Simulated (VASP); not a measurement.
# BaTiO3 (P1) in VASP: single point with BLYP

Aim: the single point of BaTiO3 with BLYP.

Program: VASP 6.6.1. These are calculated values, not measurements. Logs are shortened: lines on timing, memory, paths and dates and some standing lists are left out, and cuts for length are marked.

**1. The cell of the first run**

The typed cell holds 10 atoms: a = 5.812 Å, b = 5.854 Å, c = 5.809 Å, α = 60.35°, β = 59.95°, γ = 60.28°.

**2. Single point, BLYP**

The input, INCAR:

```
SYSTEM = BaTiO3
AGGAC = 1.0 ; AGGAX = 1.0
ALDAC = 0.0 ; ALDAX = 1.0
ALGO = Normal ; EDIFF = 1E-6
ENCUT = 520 ; GGA = B5
ISIF = 2 ; ISMEAR = -1
LASPH = .True. ; LCHARG = .False.
LREAL = .False. ; LWAVE = .False.
NBANDS = 51 ; NELM = 80
PREC = Accurate ; SIGMA = 0.05
```

The input, KPOINTS:

```
k-points
0
Gamma
  6 6 6
  0 0 0
```

The input, POSCAR:

```
BaTiO3
1.0
    2.9043916519     -5.0347849649      0.0024064002
    5.8539021995      0.0260494066     -0.0232168043
    2.9004013559     -1.6828430210      4.7436242798
Ba Ti O
2 2 6
Direct
    1.0083712737      0.9833435663      1.0002086965
    0.5083712967      0.4833449233      0.5002110918
    0.7659305826      0.7106240545      0.7579293697
    0.2659307124      0.2106249048      0.2579307379
   -0.0095785747      0.5222579635      0.9818383648
    0.4904249370      0.0222592616      0.4818377568
    0.5050692559      0.5222301573     -0.0179689484
    1.0050733931      0.0222259844      0.4820283847
    0.4908535792      1.0221956644     -0.0039571925
    0.9908535442      0.5221935198      0.4960417288
```

Potentials or basis: VASP PAW PBE potentials, release 64 (Ba_sv, Ti_sv, O).

Started as:

```
> cat potpaw_PBE.64/Ba_sv/POTCAR potpaw_PBE.64/Ti_sv/POTCAR potpaw_PBE.64/O/POTCAR > POTCAR
> mpirun -np 1 vasp_std > vasp.out
```

OUTCAR:

```text
SYSTEM = BaTiO3
   EDIFF = 1E-6
   ENCUT = 520
   GGA = B5
   ISIF = 2
   ISMEAR = -1
   LASPH = .True.
   LREAL = .False.
   NELM = 80
   PREC = Accurate

 ion  position               nearest neighbor table
   1  0.008  0.983  0.000-  10 2.81   7 2.81   5 2.81   6 2.91   8 2.91   6 2.91   9 2.91   8 2.91
                             9 2.91   5 3.05   7 3.06  10 3.06   3 3.49   4 3.53   4 3.53   4 3.53
   2  0.508  0.483  0.500-   9 2.81   8 2.81   6 2.81   5 2.91   7 2.91   5 2.91  10 2.91   7 2.91
                            10 2.91   6 3.05   8 3.06   9 3.06   4 3.49   3 3.53   3 3.53   3 3.53
   3  0.766  0.711  0.758-   5 1.86   7 1.86  10 1.87   9 2.28   8 2.28   6 2.29   1 3.49   2 3.53
                             2 3.53   2 3.53   1 3.60   1 3.60   1 3.60   2 3.71
   4  0.266  0.211  0.258-   6 1.86   8 1.86   9 1.87  10 2.28   7 2.28   5 2.29   2 3.49   1 3.53
                             1 3.53   1 3.53   2 3.60   2 3.60   2 3.60   1 3.71
   5  0.990  0.522  0.982-   3 1.86   4 2.29   1 2.81   2 2.91   2 2.91   1 3.05
   6  0.490  0.022  0.482-   4 1.86   3 2.29   2 2.81   1 2.91   1 2.91   2 3.05
   7  0.505  0.522  0.982-   3 1.86   4 2.28   1 2.81   2 2.91   2 2.91   1 3.06
   8  0.005  0.022  0.482-   4 1.86   3 2.28   2 2.81   1 2.91   1 2.91   2 3.06
   9  0.491  0.022  0.996-   4 1.87   3 2.28   2 2.81   1 2.91   1 2.91   2 3.06
  10  0.991  0.522  0.496-   3 1.87   4 2.28   1 2.81   2 2.91   2 2.91   1 3.06
[... 11 lines left out ...]
 A1 = (   2.9495105476,   5.0608343715,  -0.0256232045)
 A2 = (   2.9535008436,   1.7088924276,  -4.7668410841)
 A3 = (  -2.9043916519,   5.0347849649,  -0.0024064002)

Analysis of symmetry for initial positions (statically):
=====================================================================
 Subroutine PRICEL returns following result:

  LATTYP: Found a triclinic cell.
 ALAT       =     5.8064204269
 B/A-ratio  =     0.7095265551
 C/A-ratio  =     1.0010419578
 COS(alpha) =     0.0001157918
 COS(beta)  =     0.5000507252
 COS(gamma) =     0.7037276508

  Lattice vectors:

 A1 = (  -0.0040202118,   3.3519501666,   4.7411952177)
 A2 = (   2.9249409939,   1.6889997866,   2.3589892067)
 A3 = (  -2.9044215677,   5.0347931876,  -0.0024290621)

   2 primitive cells build up your supercell.

 Routine SETGRP: Setting up the symmetry group for a
 triclinic supercell.

 Subroutine GETGRP returns: Found  1 space group operations
 (whereof  1 operations were pure point group operations)
 out of a pool of  2 trial point group operations.

The static configuration has the point symmetry C_1 .

Analysis of symmetry for dynamics (positions and initial velocities):
=====================================================================
 Subroutine PRICEL returns following result:

  LATTYP: Found a triclinic cell.
 ALAT       =     5.8064204269
 B/A-ratio  =     0.7095265551
 C/A-ratio  =     1.0010419578
 COS(alpha) =     0.0001157918
 COS(beta)  =     0.5000507252
 COS(gamma) =     0.7037276508

  Lattice vectors:

 A1 = (  -0.0040202118,   3.3519501666,   4.7411952177)
 A2 = (   2.9249409939,   1.6889997866,   2.3589892067)
 A3 = (  -2.9044215677,   5.0347931876,  -0.0024290621)

   2 primitive cells build up your supercell.

 Routine SETGRP: Setting up the symmetry group for a
 triclinic supercell.

 Subroutine GETGRP returns: Found  1 space group operations
 (whereof  1 operations were pure point group operations)
 out of a pool of  2 trial point group operations.

The dynamic configuration has the point symmetry C_1 .

 Subroutine INISYM returns: Found  1 space group operations
 (whereof  1 operations are pure point group operations),
 and found     2 'primitive' translations

----------------------------------------------------------------------------------------

                                     Primitive cell

  volume of cell :      70.1850

  direct lattice vectors                    reciprocal lattice vectors
    -0.004020212  3.351950167  4.741195218    -0.169282896 -0.097519287  0.279718336
     2.924940994  1.688999787  2.358989207     0.340230370  0.196201939 -0.138423181
    -2.904421568  5.034793188 -0.002429062    -0.001434258  0.197723068 -0.139788304

  length of vectors
     5.806420427  4.119809483  5.812470472     0.341187716  0.416428725  0.242151272

  position of ions in fractional coordinates (direct lattice)
     0.016865113  0.966687087  0.991420070
     0.047305281  0.421248366  0.476139836
     0.459578345  0.044510551  0.027745000
     0.459802390  0.044451941  0.512898247
     0.973846124  0.044388664  0.513105987

  ion indices of the primitive-cell ions
   primitive index   ion index
                 1           1
                 2           4
                 3           5
                 4           8
                 5           9

----------------------------------------------------------------------------------------

 KPOINTS: k-points

Automatic generation of k-mesh.
 Grid dimensions read from file:
 generate k-points for:    6    6    6

 Generating k-lattice:

  Cartesian coordinates                     Fractional coordinates (reciprocal lattice)
     0.000100328 -0.033050793 -0.011786407     0.166666667  0.000000000 -0.000000000
     0.028352531  0.016350072 -0.011535297     0.000000000  0.166666667  0.000000000
     0.000138715  0.000096789  0.035084401    -0.000000000  0.000000000  0.166666667

  Length of vectors
     0.035089662  0.034702362  0.035084809

  Shift w.r.t. Gamma in fractional coordinates (k-lattice)
     0.000000000  0.000000000  0.000000000

 Subroutine IBZKPT returns following result:
 ===========================================

 Found    112 irreducible k-points:

 Following reciprocal coordinates:
            Coordinates               Weight
  0.000000  0.000000  0.000000      1.000000
  0.166667 -0.000000  0.000000      2.000000
  0.333333 -0.000000  0.000000      2.000000
  0.500000  0.000000 -0.000000      1.000000
 -0.000000  0.166667 -0.000000      2.000000
  0.166667  0.166667 -0.000000      2.000000
[... 16 lines left out ...]
  0.333333 -0.000000  0.166667      2.000000
  0.500000 -0.000000  0.166667      2.000000
 [... further k-points ...]
   k-points           NKPTS =    112   k-points in BZ     NKDIM =    112   number of bands    NBANDS=     51
   number of dos      NEDOS =    301   number of ions     NIONS =     10
   total plane-waves  NPLWV = 110592
   dimension x,y,z NGX =    48 NGY =   48 NGZ =   48
   dimension x,y,z NGXF=    96 NGYF=   96 NGZF=   96
   ions per type =               2   2   6
   NGX,Y,Z   is equivalent  to a cutoff of  13.73, 13.63, 13.74 a.u.
   NGXF,Y,Z  is equivalent  to a cutoff of  27.46, 27.26, 27.47 a.u.
 SYSTEM =  BaTiO3
   PREC   = accura    normal or accurate (medium, high low for compatibility)
   ISTART =      0    job   : 0-new  1-cont  2-samecut
   ICHARG =      2    charge: 1-file 2-atom 10-const
   ISPIN  =      1    spin polarized calculation?
   LNONCOLLINEAR =      F non collinear calculations
   LSORBIT =      F    spin-orbit coupling
   LASPH  =      T    aspherical Exc in radial PAW
   ENCUT  =  520.0 eV  38.22 Ry    6.18 a.u.  10.81 10.88 10.80*2*pi/ulx,y,z
   NELM   =     80;   NELMIN=  2; NELMDL= -5     # of ELM steps
   EDIFF  = 0.1E-05   stopping-criterion for ELM
   LREAL  =      F    real-space projection
   EDIFFG = 0.1E-04   stopping-criterion for IOM
   NSW    =      0    number of steps for IOM
   IBRION =     -1    ionic relax: 0-MD 1-quasi-New 2-CG
   NFREE  =      0    steps in history (QN), initial steepest desc. (CG)
   ISIF   =      2    stress and relaxation
   ISYM   =      2    0-nonsym 1-usesym 2-fastsym
   POTIM  = 0.5000    time-step for ionic-motion
   TEBEG  =    0.0;   TEEND  =   0.0 temperature during run
   PSTRESS=    0.0 pullay stress
   NELECT =      80.0000    total number of electrons
   NUPDOWN=      -1.0000    fix difference up-down
   EMIN   =  10.00;   EMAX   =-10.00  energy-range for DOS
   EFERMI =   0.00;   METHOD = LEGACY
   ISMEAR =    -1;   SIGMA  =   0.05  broadening in eV -4-tet -1-fermi 0-gaus
   EFERMI_NEDOS =   21; number of points for ismear=-14 and -15
   IALGO  =     38    algorithm
   IMIX   =      4    mixing-type and parameters
     AMIX     =   0.40;   BMIX     =  1.00
     AMIX_MAG =   1.60;   BMIX_MAG =  1.00
  volume/ion in A,a.u.               =      14.04        94.73
  Fermi-wavevector in a.u.,A,eV,Ry     =   1.357313  2.564950 25.065993  1.842299
  Thomas-Fermi vector in A             =   2.484242
   LORBIT       =      0    0 simple, 1 ext, 2 COOP (PROOUT), +10 PAW based schemes
   GGA     = B5    functional components
   LHFCALC =     F    Hartree Fock is set to
   AEXX    =    0.0000 exact exchange contribution
   IVDW    =     0    specifies the selected vdW correction
   LEPSILON=     F    determine dielectric tensor
   LRPA    =     F    only Hartree local field effects (RPA)
 non-spin polarized calculation
  energy-cutoff  :      520.00
  volume of cell :      140.37
 maximum number of plane-waves:      3804
 NGX is ok and might be reduce to    48
   NGX = 21   NGY = 21   NGZ = 21

 number of electron      80.0000004 magnetization

 Free energy of the ion-electron system (eV)
  ---------------------------------------------------
  ext. energy  EPLUGINS =         0.00000000
  ---------------------------------------------------
  free energy    TOTEN  =       -76.54270379 eV

  energy without entropy =      -76.54270379  energy(sigma->0) =      -76.54270379

 E-fermi :   4.5593     XC(G=0): -10.2555

 val. band max:        3.3829619472   @ k =   0.0000   0.0000   0.0000
 cond. band min:       6.1452958708   @ k =   0.1667   0.1667   0.1667
 fundamental gap:      2.7623339236
 Fermi energy:         4.5593329694

 k-point     1 :       0.0000    0.0000    0.0000
  band No.  band energies     occupation
      1     -52.7093      2.00000
      2     -52.7074      2.00000
      3     -29.1470      2.00000
      4     -29.1351      2.00000
      5     -29.1328      2.00000
      6     -29.1173      2.00000
[... 1285 lines left out ...]
     50       9.8359      0.00000
     51      10.2936      0.00000

 [... further k-points ...]

------------------------ aborting loop because EDIFF is reached ----------------------------------------

  FORCE on cell =-STRESS in cart. coord.  units (eV):
  Direction    XX          YY          ZZ          XY          YZ          ZX
  --------------------------------------------------------------------------------------
  -------------------------------------------------------------------------------------
  Total        1.3589152      1.4448922      1.4596706     -0.0725923      0.0260759      0.0493059
  in kB       15.5105954     16.4919323     16.6606121     -0.8285653      0.2976288      0.5627758
  external PRESSURE =      16.2210466 kB  Pullay stress =       0.0000000 kB

 VOLUME and BASIS-vectors are now :
 -----------------------------------------------------------------------------
  energy-cutoff  :      520.00
  volume of cell :      140.37
      direct lattice vectors                 reciprocal lattice vectors
     2.904391652 -5.034784965  0.002406400     0.000601969 -0.198304760 -0.070718445
     5.853902200  0.026049407 -0.023216804     0.170115187  0.098100431 -0.069211782
     2.900401356 -1.682843021  4.743624280     0.000832292  0.000580733  0.210506406

 POSITION                                       TOTAL-FORCE (eV/Angst)
 -----------------------------------------------------------------------------------
      5.78132     -0.01688     -0.02182         0.040130      0.023767     -0.017470
      5.75678     -3.38873      2.36282         0.040130      0.023767     -0.017470
      8.58279     -5.11326      3.58068         0.139099      0.081664     -0.059164
      2.75345     -1.76747      1.21928         0.139099      0.081664     -0.059164
      8.78154     -6.62523      4.64773        -0.013460     -0.090402      0.064132
      2.95221     -3.27946      2.28632        -0.013460     -0.090402      0.064132
      7.37229     -4.18192      4.64748        -0.083593      0.032591      0.063105
      1.54292     -0.83614      2.28606        -0.083593      0.032591      0.063105
      4.44449     -4.14695      4.72552        -0.082176     -0.047620     -0.050603
      7.37342     -5.80989      2.34330        -0.082176     -0.047620     -0.050603
 -----------------------------------------------------------------------------------
    total drift:                                0.001556      0.000906     -0.001018

  FREE ENERGIE OF THE ION-ELECTRON SYSTEM (eV)
  ---------------------------------------------------
  free  energy   TOTEN  =       -76.5427037855 eV

  energy  without entropy=      -76.5427037855  energy(sigma->0) =      -76.54270379
```

Run time: 22 min. Hardware: 1 thread of Oxide Virtual Turin-like, shared host; peak memory 0.74 GiB.

Results:

```
Free energy            : -76.5427 eV
Pressure               : 1.6 GPa
Largest force          : 0.172 eV/Å
Band gap on the k mesh : 2.76 eV
```

Forces in eV/Å, atoms in the order of the input:
```
Ba   0.040  0.024 -0.017
Ba   0.040  0.024 -0.017
Ti   0.139  0.082 -0.059
Ti   0.139  0.082 -0.059
O   -0.013 -0.090  0.064
O   -0.013 -0.090  0.064
O   -0.084  0.033  0.063
O   -0.084  0.033  0.063
O   -0.082 -0.048 -0.051
O   -0.082 -0.048 -0.051
```

Caveat: the PAW data sets were made with another functional, which shifts forces and pressure a little; spin-orbit coupling is left out, which moves the levels of the heavy elements. A k mesh can miss the band edges.
